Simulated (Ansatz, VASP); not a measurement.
**AlCu5: VASP beside Ansatz**

INCAR

```
ALGO     = Fast           # electronic algorithm
EDIFF    = 1E-6           # SCF threshold, eV
EDIFFG   = -0.04          # ionic threshold
ENCUT    = 600            # plane-wave cutoff, eV
GGA      = PE             # functional
IBRION   = 2              # ionic algorithm
ISIF     = 3              # what is computed and relaxed
ISMEAR   = 0              # smearing method
LASPH    = True           # aspherical terms in the spheres
LCHARG   = False          # write CHGCAR
LREAL    = False          # projectors in reciprocal space
LWAVE    = False          # write WAVECAR
NELM     = 80             # most SCF steps
NSW      = 90             # ionic steps
PREC     = Accurate       # precision mode
SIGMA    = 0.1            # smearing width, eV
```

KPOINTS

```
k-points
0
Gamma
  3 3 8
```

The input POSCAR:

```
AlCu5
1.0
    8.0036697122      0.0000000000      0.0000000000
   -4.0018348561      6.9313812943      0.0000000000
    0.0000000000      0.0000000000      2.3804552116
Al Cu
1 5
Direct
    0.0000000000      0.0000000000      0.0000000000
    0.5000000000      0.0000000000      0.5000000000
    0.0000000000      0.5000000000      0.5000000000
    0.5000000000      0.5000000000      0.5000000000
    0.3333333333      0.6666666667      0.5000000000
    0.6666666667      0.3333333333      0.5000000000
```

Input for Ansatz:

```yaml
crystal:
  lattice:
    - [8.0036697122, 0.0, 0.0]
    - [-4.0018348561, 6.9313812943, 0.0]
    - [0.0, 0.0, 2.3804552116]
  atoms:
    - { symbol: Al, position: [0.0, 0.0, 0.0] }
    - { symbol: Cu, position: [0.5, 0.0, 0.5] }
    - { symbol: Cu, position: [0.0, 0.5, 0.5] }
    - { symbol: Cu, position: [0.5, 0.5, 0.5] }
    - { symbol: Cu, position: [0.3333333333, 0.6666666667, 0.5] }
    - { symbol: Cu, position: [0.6666666667, 0.3333333333, 0.5] }
basis:
  ecutwfc: 420
kpoints:
  mp_grid: { grid: [3, 3, 8] }
hamiltonian:
  xc: pbe
scf:
  occupations: { method: gaussian, width: 0.1 }
  lower_state_search: "off"
output:
  forces: true
  stress: true
  eigenvalues: true
relax:
  adjacent_minimum: "off"
  f_tol: 0.04
  max_steps: 70
  cell: { stress_tol: 0.4 }
```

Alike in both runs: task relaxation of cell and atoms; functional PBE; k mesh 3 × 3 × 8; occupations gaussian, width 0.1 eV; no spin polarisation.

|  | VASP | Ansatz |
| --- | --- | --- |
| version | VASP 6.6.1 | Ansatz 0.2.0 |
| potentials or method | VASP PAW PBE potentials, release 64 (Al, Cu), cutoff 600 eV | scalar-relativistic, plane waves, PAW |
| valence electrons in the cell | 58 | 98 |

```csv
,VASP,Ansatz,Ansatz less VASP
"gap on the k mesh at the Fermi level, each at its own relaxed structure (eV)",none,none,-
relaxed volume (Å³/atom),21.85,21.64,-0.206
relaxed cell length with the largest relative difference (Å),7.922,7.889,-0.0324
```

A gap of «none» marks a metal or a gap that the smearing closes. VASP's potentials hold 58 valence electrons a cell and Ansatz's 98, so a difference there can come from the potentials and not from the codes.
